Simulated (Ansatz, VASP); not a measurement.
## One calculation of Bi, two programs

```
Bi
1.0
     2.27300    1.31232    3.95400
    -2.27300    1.31232    3.95400
     0.00000   -2.62463    3.95400
Bi
2
Direct
  0.23389 0.23389 0.23389
  0.76611 0.76611 0.76611
```

Alike in both runs: task single point; functional LDA; k mesh 11 × 11 × 11; occupations fermi-dirac, width 0.03 eV; no spin polarisation.

|  | VASP | Ansatz |
| --- | --- | --- |
| version | VASP 6.6.1 | Ansatz 0.2.0 |
| potentials or method | VASP PAW LDA potentials, release 64 (Bi_d), cutoff 520 eV | all-electron LAPW, scalar-relativistic |

```tsv
	VASP	Ansatz	Ansatz less VASP
pressure (GPa)	-1.8	-1.8	-0.06
traceless stress, the component that is largest in VASP (GPa)	0.10	0.12	+0.020
rms of the force components (eV/Å)	0.035	0.023	-0.0122
```

LDA's correlation is that of Perdew and Zunger in VASP and of Perdew and Wang (1992) in Ansatz. Atom by atom the forces differ by 0.012 eV/Å (rms over components). Ansatz ran all-electron here, and VASP with PAW potentials.

Neither program's run includes spin-orbit coupling.
